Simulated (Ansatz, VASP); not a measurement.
One calculation of AlH4, two programs

```
Al H
1.0
     2.59589    0.00000    0.00000
    -0.01057    3.64843    0.00000
    -0.22584   -1.52401    9.88397
Al H
2 8
Direct
  0.89435 0.59114 0.26403
  0.91372 0.15349 0.70858
  0.90732 0.41124 0.39898
  0.42433 0.20400 0.82884
  0.91027 0.90244 0.03794
  0.91390 0.65442 0.71244
  0.38639 0.36482 0.15934
  0.40341 0.10402 0.59202
  0.39757 0.91101 0.28907
  0.84874 0.70341 0.00876
```

Change from the starting cell: the structure that the rattled cell fell into.

Alike in both runs: task relaxation of cell and atoms; functional PBE; k mesh 6 × 6 × 2; occupations gaussian, width 0.1 eV; no spin polarisation.

```csv
,VASP,Ansatz
version,VASP 6.6.1,Ansatz 0.2.0
potentials or method,"VASP PAW PBE potentials, release 64 (Al, H), cutoff 600 eV","scalar-relativistic, plane waves, PAW"
valence electrons in the cell,14,14
```

Ansatz gave:

| Property | Result |
| --- | --- |
| gap on the k mesh at the Fermi level, each at its own relaxed structure (eV) | 1.71 |
| relaxed volume (Å³/atom) | 10.23 |
| relaxed length of the cell vector where the two differ most in proportion (Å) | 11.055 |

Problem. Estimate VASP's values.

Solution. gap on the k mesh at the Fermi level, each at its own relaxed structure (eV): 1.61; relaxed volume (Å³/atom): 10.53; relaxed length of the cell vector where the two differ most in proportion (Å): 11.360.
